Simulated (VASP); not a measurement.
# BaO (Fm-3m) in VASP: notebook

Aim: see how the results for BaO move with the level of theory and the settings. Levels: LDA, PBEsol, PBE, r2SCAN. Tasks: single point.

Program: VASP 6.6.1. These are calculated values, not measurements. Logs are shortened: lines on timing, memory, paths and dates and some standing lists are left out, and cuts for length are marked.

**1. The cell of the first run**

It takes space group Fm-3m (No. 225, cubic). The conventional cell has a = 5.434 Å, b = 5.434 Å, c = 5.434 Å, α = 90.00°, β = 90.00°, γ = 90.00°. Within 3.6 Å of Ba (site symmetry m-3m) lie 6 O at 2.72 Å. Within 3.6 Å of O (site symmetry m-3m) lie 6 Ba at 2.72 Å.

**2. Single point, LDA**

Contents of INCAR:

```
PREC = Accurate
ENCUT = 600
EDIFF = 1E-6
ISMEAR = -1
SIGMA = 0.02
LREAL = F
LASPH = T
NELM = 120
ALGO = Normal
ISIF = 2
LWAVE = F
LCHARG = F
GGA = CA
NBANDS = 15
GGA_COMPAT = F
```

Contents of KPOINTS:

```
Automatic mesh
0
Gamma
  8 8 8
```

Contents of POSCAR:

```
BaO
1.0
    0.0000000000      2.7170923805      2.7170923805
    2.7170923805      0.0000000000      2.7170923805
    2.7170923805      2.7170923805      0.0000000000
Ba O
1 1
Direct
    0.0000000000      0.0000000000      0.0000000000
    0.5000000000      0.5000000000      0.5000000000
```

Potentials or basis: VASP PAW LDA potentials, release 64 (Ba_sv, O).

On the command line:

```sh
cat potpaw_LDA.64/Ba_sv/POTCAR potpaw_LDA.64/O/POTCAR > POTCAR
mpirun -np 1 vasp_std > vasp.out
```

OUTCAR:

```text
PREC = Accurate
   ENCUT = 600
   EDIFF = 1E-6
   ISMEAR = -1
   LREAL = F
   LASPH = T
   NELM = 120
   ISIF = 2
   GGA = CA

 ion  position               nearest neighbor table
   1  0.000  0.000  0.000-   2 2.72   2 2.72   2 2.72   2 2.72   2 2.72   2 2.72
   2  0.500  0.500  0.500-   1 2.72   1 2.72   1 2.72   1 2.72   1 2.72   1 2.72

  LATTYP: Found a face centered cubic cell.
 ALAT       =     5.4341847610

  Lattice vectors:

 A1 = (   0.0000000000,   2.7170923805,   2.7170923805)
 A2 = (   2.7170923805,   0.0000000000,   2.7170923805)
 A3 = (   2.7170923805,   2.7170923805,   0.0000000000)

Analysis of symmetry for initial positions (statically):
=====================================================================
 Subroutine PRICEL returns:
 Original cell was already a primitive cell.

 Routine SETGRP: Setting up the symmetry group for a
 face centered cubic supercell.

 Subroutine GETGRP returns: Found 48 space group operations
 (whereof 48 operations were pure point group operations)
 out of a pool of 48 trial point group operations.

The static configuration has the point symmetry O_h .

Analysis of symmetry for dynamics (positions and initial velocities):
=====================================================================
 Subroutine PRICEL returns:
 Original cell was already a primitive cell.

 Routine SETGRP: Setting up the symmetry group for a
 face centered cubic supercell.

 Subroutine GETGRP returns: Found 48 space group operations
 (whereof 48 operations were pure point group operations)
 out of a pool of 48 trial point group operations.

The dynamic configuration has the point symmetry O_h .

 Subroutine INISYM returns: Found 48 space group operations
 (whereof 48 operations are pure point group operations),
 and found     1 'primitive' translations

----------------------------------------------------------------------------------------

                                     Primitive cell

  volume of cell :      40.1184

  direct lattice vectors                    reciprocal lattice vectors
     0.000000000  2.717092381  2.717092381    -0.184020243  0.184020243  0.184020243
     2.717092381  0.000000000  2.717092381     0.184020243 -0.184020243  0.184020243
     2.717092381  2.717092381  0.000000000     0.184020243  0.184020243 -0.184020243

  length of vectors
     3.842548895  3.842548895  3.842548895     0.318732410  0.318732410  0.318732410

  position of ions in fractional coordinates (direct lattice)
     0.000000000  0.000000000  0.000000000
     0.500000000  0.500000000  0.500000000

  ion indices of the primitive-cell ions
   primitive index   ion index
                 1           1
                 2           2

----------------------------------------------------------------------------------------

 KPOINTS: Automatic mesh

Automatic generation of k-mesh.
 Grid dimensions read from file:
 generate k-points for:    8    8    8

 Generating k-lattice:

  Cartesian coordinates                     Fractional coordinates (reciprocal lattice)
    -0.023002530  0.023002530  0.023002530     0.125000000  0.000000000  0.000000000
     0.023002530 -0.023002530  0.023002530     0.000000000  0.125000000  0.000000000
     0.023002530  0.023002530 -0.023002530     0.000000000  0.000000000  0.125000000

  Length of vectors
     0.039841551  0.039841551  0.039841551

  Shift w.r.t. Gamma in fractional coordinates (k-lattice)
     0.000000000  0.000000000  0.000000000

 Subroutine IBZKPT returns following result:
 ===========================================

 Found     29 irreducible k-points:

 Following reciprocal coordinates:
            Coordinates               Weight
  0.000000  0.000000  0.000000      1.000000
  0.125000  0.000000  0.000000      8.000000
  0.250000  0.000000  0.000000      8.000000
  0.375000  0.000000  0.000000      8.000000
  0.500000  0.000000  0.000000      4.000000
  0.125000  0.125000  0.000000      6.000000
[... 16 lines left out ...]
  0.500000  0.250000  0.125000     48.000000
 -0.375000  0.250000  0.125000     24.000000
 [... further k-points ...]
   k-points           NKPTS =     29   k-points in BZ     NKDIM =     29   number of bands    NBANDS=     15
   number of dos      NEDOS =    301   number of ions     NIONS =      2
   total plane-waves  NPLWV =  32768
   dimension x,y,z NGX =    32 NGY =   32 NGZ =   32
   dimension x,y,z NGXF=    64 NGYF=   64 NGZF=   64
   ions per type =               1   1
   NGX,Y,Z   is equivalent  to a cutoff of  13.84, 13.84, 13.84 a.u.
   NGXF,Y,Z  is equivalent  to a cutoff of  27.69, 27.69, 27.69 a.u.
 SYSTEM =  unknown system
   PREC   = accura    normal or accurate (medium, high low for compatibility)
   ISTART =      0    job   : 0-new  1-cont  2-samecut
   ICHARG =      2    charge: 1-file 2-atom 10-const
   ISPIN  =      1    spin polarized calculation?
   LNONCOLLINEAR =      F non collinear calculations
   LSORBIT =      F    spin-orbit coupling
   LASPH  =      T    aspherical Exc in radial PAW
   ENCUT  =  600.0 eV  44.10 Ry    6.64 a.u.   7.67  7.67  7.67*2*pi/ulx,y,z
   NELM   =    120;   NELMIN=  2; NELMDL= -5     # of ELM steps
   EDIFF  = 0.1E-05   stopping-criterion for ELM
   LREAL  =      F    real-space projection
   EDIFFG = 0.1E-04   stopping-criterion for IOM
   NSW    =      0    number of steps for IOM
   IBRION =     -1    ionic relax: 0-MD 1-quasi-New 2-CG
   NFREE  =      0    steps in history (QN), initial steepest desc. (CG)
   ISIF   =      2    stress and relaxation
   ISYM   =      2    0-nonsym 1-usesym 2-fastsym
   POTIM  = 0.5000    time-step for ionic-motion
   TEBEG  =    0.0;   TEEND  =   0.0 temperature during run
   PSTRESS=    0.0 pullay stress
   NELECT =      16.0000    total number of electrons
   NUPDOWN=      -1.0000    fix difference up-down
   EMIN   =  10.00;   EMAX   =-10.00  energy-range for DOS
   EFERMI =   0.00;   METHOD = LEGACY
   ISMEAR =    -1;   SIGMA  =   0.02  broadening in eV -4-tet -1-fermi 0-gaus
   EFERMI_NEDOS =   21; number of points for ismear=-14 and -15
   IALGO  =     38    algorithm
   IMIX   =      4    mixing-type and parameters
     AMIX     =   0.40;   BMIX     =  1.00
     AMIX_MAG =   1.60;   BMIX_MAG =  1.00
  volume/ion in A,a.u.               =      20.06       135.37
  Fermi-wavevector in a.u.,A,eV,Ry     =   1.205037  2.277190 19.757216  1.452114
  Thomas-Fermi vector in A             =   2.340745
   LORBIT       =      0    0 simple, 1 ext, 2 COOP (PROOUT), +10 PAW based schemes
   GGA     = CA    functional components
   LHFCALC =     F    Hartree Fock is set to
   AEXX    =    0.0000 exact exchange contribution
   IVDW    =     0    specifies the selected vdW correction
   LEPSILON=     F    determine dielectric tensor
   LRPA    =     F    only Hartree local field effects (RPA)
 non-spin polarized calculation
  energy-cutoff  :      600.00
  volume of cell :       40.12
 maximum number of plane-waves:      1363
   NGX = 15   NGY = 15   NGZ = 15

 number of electron      15.9999998 magnetization

 Free energy of the ion-electron system (eV)
  ---------------------------------------------------
  ext. energy  EPLUGINS =         0.00000000
  ---------------------------------------------------
  free energy    TOTEN  =       -13.10503786 eV

  energy without entropy =      -13.10503786  energy(sigma->0) =      -13.10503786

 E-fermi :   2.4819     XC(G=0): -10.3310

 val. band max:        1.9680427433   @ k =   0.5000   0.5000   0.0000
 cond. band min:       3.5661387553   @ k =   0.5000   0.5000   0.0000
 fundamental gap:      1.5980960120
 Fermi energy:         2.4818588531

 k-point     1 :       0.0000    0.0000    0.0000
  band No.  band energies     occupation
      1     -23.8236      2.00000
      2     -12.9105      2.00000
      3      -8.2102      2.00000
      4      -8.2102      2.00000
      5      -8.2102      2.00000
      6       1.4395      2.00000
      7       1.4395      2.00000
      8       1.4395      2.00000
      9       5.5272      0.00000
     10       6.5108      0.00000
     11       6.5108      0.00000
     12       6.5108      0.00000
     13       8.9751      0.00000
     14       8.9751      0.00000
     15      11.6540      0.00000

 k-point     2 :       0.1250    0.0000    0.0000
  band No.  band energies     occupation
      1     -23.7766      2.00000
      2     -13.0505      2.00000
      3      -8.2431      2.00000
      4      -8.2312      2.00000
      5      -8.2312      2.00000
      6       1.0736      2.00000
      7       1.2123      2.00000
      8       1.2123      2.00000
      9       6.1675      0.00000
     10       6.4064      0.00000
     11       6.8250      0.00000
     12       6.8250      0.00000
     13       9.4195      0.00000
     14       9.4195      0.00000
     15      12.7028      0.00000

 k-point     3 :       0.2500    0.0000    0.0000
  band No.  band energies     occupation
      1     -23.6595      2.00000
      2     -13.3881      2.00000
      3      -8.3163      2.00000
      4      -8.2804      2.00000
      5      -8.2804      2.00000
      6       0.3905      2.00000
      7       0.7324      2.00000
      8       0.7324      2.00000
      9       6.2780      0.00000
     10       7.6795      0.00000
     11       7.6795      0.00000
     12       7.8646      0.00000
     13      10.5111      0.00000
     14      10.5111      0.00000
     15      14.9810      0.00000

 k-point     4 :       0.3750    0.0000    0.0000
  band No.  band energies     occupation
      1     -23.5368      2.00000
      2     -13.7255      2.00000
      3      -8.3816      2.00000
      4      -8.3275      2.00000
      5      -8.3275      2.00000
      6      -0.1575      2.00000
      7       0.3206      2.00000
      8       0.3206      2.00000
      9       6.6002      0.00000
     10       8.7296      0.00000
     11       8.7296      0.00000
     12       9.5106      0.00000
     13      11.8781      0.00000
     14      11.8781      0.00000
     15      16.1670      0.00000
[... 307 lines left out ...]
 k-point    22 :       0.3750    0.2500    0.1250
  band No.  band energies     occupation
      1     -23.5748      2.00000
      2     -13.4414      2.00000
      3      -8.7361      2.00000
      4      -8.4786      2.00000
      5      -8.3725      2.00000
      6       0.2553      2.00000
      7       0.7211      2.00000
      8       1.4285      2.00000
      9       5.3501      0.00000
     10       7.7394      0.00000
     11       8.6326      0.00000
     12       9.0672      0.00000
     13      10.8048      0.00000
     14      11.5572      0.00000
     15      16.5303      0.00000

 k-point    23 :       0.5000    0.2500    0.1250
  band No.  band energies     occupation
      1     -23.4778      2.00000
      2     -13.5949      2.00000
      3      -8.9575      2.00000
      4      -8.7733      2.00000
      5      -8.3303      2.00000
      6       0.2595      2.00000
      7       0.5424      2.00000
      8       1.2665      2.00000
      9       5.9112      0.00000
     10       7.9752      0.00000
     11       9.4985      0.00000
     12       9.6443      0.00000
     13      11.8015      0.00000
     14      13.3044      0.00000
     15      14.9552      0.00000

 k-point    24 :      -0.3750    0.2500    0.1250
  band No.  band energies     occupation
      1     -23.4366      2.00000
      2     -13.6603      2.00000
      3      -8.9821      2.00000
      4      -8.9539      2.00000
      5      -8.3148      2.00000
      6       0.1301      2.00000
      7       0.8590      2.00000
      8       0.9171      2.00000
      9       6.7166      0.00000
     10       7.3483      0.00000
     11       9.9938      0.00000
     12      10.1079      0.00000
     13      12.4279      0.00000
     14      14.0131      0.00000
     15      14.3686      0.00000

 [... further k-points ...]

------------------------ aborting loop because EDIFF is reached ----------------------------------------

  FORCE on cell =-STRESS in cart. coord.  units (eV):
  Direction    XX          YY          ZZ          XY          YZ          ZX
  --------------------------------------------------------------------------------------
  -------------------------------------------------------------------------------------
  Total        0.5464299      0.5464299      0.5464299      0.0000000      0.0000000      0.0000000
  in kB       21.8223638     21.8223638     21.8223638      0.0000000      0.0000000      0.0000000
  external PRESSURE =      21.8223638 kB  Pullay stress =       0.0000000 kB

 VOLUME and BASIS-vectors are now :
 -----------------------------------------------------------------------------
  energy-cutoff  :      600.00
  volume of cell :       40.12
      direct lattice vectors                 reciprocal lattice vectors
     0.000000000  2.717092381  2.717092381    -0.184020243  0.184020243  0.184020243
     2.717092381  0.000000000  2.717092381     0.184020243 -0.184020243  0.184020243
     2.717092381  2.717092381  0.000000000     0.184020243  0.184020243 -0.184020243

 POSITION                                       TOTAL-FORCE (eV/Angst)
 -----------------------------------------------------------------------------------
      0.00000      0.00000      0.00000         0.000000      0.000000      0.000000
      2.71709      2.71709      2.71709        -0.000000     -0.000000      0.000000
 -----------------------------------------------------------------------------------
    total drift:                                0.000000     -0.000000      0.000000

  FREE ENERGIE OF THE ION-ELECTRON SYSTEM (eV)
  ---------------------------------------------------
  free  energy   TOTEN  =       -13.1050378605 eV

  energy  without entropy=      -13.1050378605  energy(sigma->0) =      -13.10503786
```

It took 7.6 s on 1 thread of Intel Xeon 6975P-C (Granite Rapids), shared host; peak memory 0.16 GiB.

Results:

```
Free energy            : -13.1050 eV
Pressure               : 2.2 GPa
Band gap on the k mesh : 1.60 eV
```

Levels at points of the mesh, in eV from the valence-band top:
| k point | band 5 | band 6 | band 7 | band 8 | band 9 | band 10 | band 11 | band 12 |
| --- | --- | --- | --- | --- | --- | --- | --- | --- |
| (0.00, 0.00, 0.00) | -10.18 | -0.53 | -0.53 | -0.53 | 3.56 | 4.54 | 4.54 | 4.54 |
| (0.50, 0.00, 0.00) | -10.31 | -2.33 | -1.80 | -1.80 | 4.86 | 7.28 | 7.28 | 8.25 |
| (0.50, 0.50, 0.00) | -10.90 | -0.26 | -0.26 | 0.00 | 1.60 | 6.16 | 9.16 | 9.50 |

Caveat: spin-orbit coupling is left out, which moves the levels of the heavy elements.

**3. Single point, PBEsol**

This run uses another cell than the first one, of 20.69 Å³/atom.

INCAR: that of step 2 with these lines changed.

```diff
@@ -12,3 +12,3 @@
 LCHARG = F
-GGA = CA
+GGA = PS
 NBANDS = 15
```

Contents of KPOINTS:

```
regular mesh
0
Gamma
  8 8 8
```

Contents of POSCAR:

```
BaO
1.0
    0.0000000000      2.7452695450      2.7452695450
    2.7452695450      0.0000000000      2.7452695450
    2.7452695450      2.7452695450      0.0000000000
Ba O
1 1
Direct
    0.0000000000      0.0000000000      0.0000000000
    0.5000000000      0.5000000000      0.5000000000
```

Potentials or basis: VASP PAW PBE potentials, release 64 (Ba_sv, O).

On the command line:

```sh
cat potpaw_PBE.64/Ba_sv/POTCAR potpaw_PBE.64/O/POTCAR > POTCAR
mpirun -np 1 vasp_std > vasp.out
```

Wall time 8.3 s (1 thread of Intel Xeon 6975P-C (Granite Rapids), shared host); peak memory 0.18 GiB.

Results (log left out):

| Quantity | Value |
| --- | --- |
| Free energy | -12.3951 eV |
| Pressure | 1.8 GPa |
| Band gap on the k mesh | 1.77 eV |

Levels at points of the mesh, in eV from the valence-band top:
```tsv
k point	band 5	band 6	band 7	band 8	band 9	band 10	band 11	band 12
(0.00, 0.00, 0.00)	-10.29	-0.43	-0.43	-0.43	3.47	4.61	4.61	4.61
(0.50, 0.00, 0.00)	-10.41	-2.17	-1.63	-1.63	4.88	7.22	7.22	8.15
(0.50, 0.50, 0.00)	-10.93	-0.20	-0.20	0.00	1.77	6.03	9.02	9.38
```

Caveat: the PAW data sets were made with another functional, which shifts forces and pressure a little; spin-orbit coupling is left out, which moves the levels of the heavy elements. A k mesh can miss the band edges.

**4. Single point, PBE**

This run uses another cell than the first one, of 21.65 Å³/atom.

INCAR: that of step 3 with these lines changed.

```diff
@@ -11,4 +11,6 @@
 LWAVE = F
-LCHARG = F
-GGA = PS
+LCHARG = T
+GGA = PE
+LELF = T
+LVHAR = T
 NBANDS = 15
```

KPOINTS is that of step 3.

Contents of POSCAR:

```
BaO
1.0
    0.0000000000      2.7869836029      2.7869836029
    2.7869836029      0.0000000000      2.7869836029
    2.7869836029      2.7869836029      0.0000000000
Ba O
1 1
Direct
    0.0000000000      0.0000000000      0.0000000000
    0.5000000000      0.5000000000      0.5000000000
```

On the command line:

```sh
cat potpaw_PBE.64/Ba_sv/POTCAR potpaw_PBE.64/O/POTCAR > POTCAR
mpirun -np 1 vasp_std > vasp.out
```

Run time: 9.5 s. Hardware: 1 thread of Intel Xeon 6975P-C (Granite Rapids), shared host; peak memory 0.18 GiB.

It converged, with:

* Free energy: -11.8066 eV
* Pressure: 1.5 GPa
* Band gap on the k mesh: 2.04 eV

Levels at points of the mesh, in eV from the valence-band top:
```csv
k point,band 6,band 7,band 8,band 9,band 10,band 11
"(0.00, 0.00, 0.00)",-0.29,-0.29,-0.29,3.47,4.69,4.69
"(0.50, 0.00, 0.00)",-1.92,-1.39,-1.39,4.91,7.10,7.10
"(0.50, 0.50, 0.00)",-0.13,-0.13,0.00,2.04,5.90,8.80
```

Caveat: spin-orbit coupling is left out, which moves the levels of the heavy elements.

[end of part 1 of 2]
